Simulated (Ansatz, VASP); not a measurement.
# NaZr3: VASP beside Ansatz

```
Na Zr
1.0
     4.53460    0.00000    0.00000
     0.00000    4.53460    0.00000
     0.00000    0.00000    4.53460
Na Zr
1 3
Cartesian
  0.0000 0.0000 0.0000
  0.0000 2.2673 2.2673
  2.2673 0.0000 2.2673
  2.2673 2.2673 0.0000
```

Alike in both runs: functional PBE; k mesh 10 × 10 × 10; occupations gaussian, width 0.1 eV; no spin polarisation.

Ansatz relaxed the structure, and its values are those at the end. VASP's run is a single point on that final structure, the one shown.

|  | VASP | Ansatz |
| --- | --- | --- |
| version | VASP 6.6.1 | Ansatz 0.2.0 |
| potentials or method | VASP PAW PBE potentials, release 64 (Na_pv, Zr_sv), cutoff 520 eV | scalar-relativistic, plane waves, PAW |
| valence electrons in the cell | 43 | 45 |

```csv
,VASP,Ansatz,Ansatz less VASP
gap on the k mesh at the Fermi level (eV),none,none,-
pressure (GPa),0.0,0.0,-0.01
```

A gap of «none» marks a metal or a gap that the smearing closes. VASP's potentials hold 43 valence electrons a cell and Ansatz's 45, so a difference there can come from the potentials and not from the codes.
